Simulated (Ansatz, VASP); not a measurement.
# One calculation of NbZn3, two programs

```
Nb Zn
1.0
     3.93400    0.00000    0.00000
     0.00000    3.93400    0.00000
     0.00000    0.00000    3.93400
Nb Zn
1 3
Direct
  0.00000 0.00000 0.00000
  0.00000 0.50000 0.50000
  0.50000 0.00000 0.50000
  0.50000 0.50000 0.00000
```

Alike in both runs: task single point; functional PBEsol; k mesh 10 × 10 × 10; occupations fermi-dirac, width 0.05 eV; no spin polarisation.

|  | VASP | Ansatz |
| --- | --- | --- |
| version | VASP 6.6.1 | Ansatz 0.2.0 |
| potentials or method | VASP PAW PBE potentials, release 64 (Nb_sv, Zn), cutoff 520 eV | all-electron LAPW, scalar-relativistic |

Ansatz gave:

```
pressure (GPa) : -5.4
```

Task: What did VASP give for the same quantities?

Result: Pressure (GPa): -5.2.

VASP's potentials were made for PBE, not for PBEsol. Ansatz ran all-electron here, and VASP with PAW potentials.
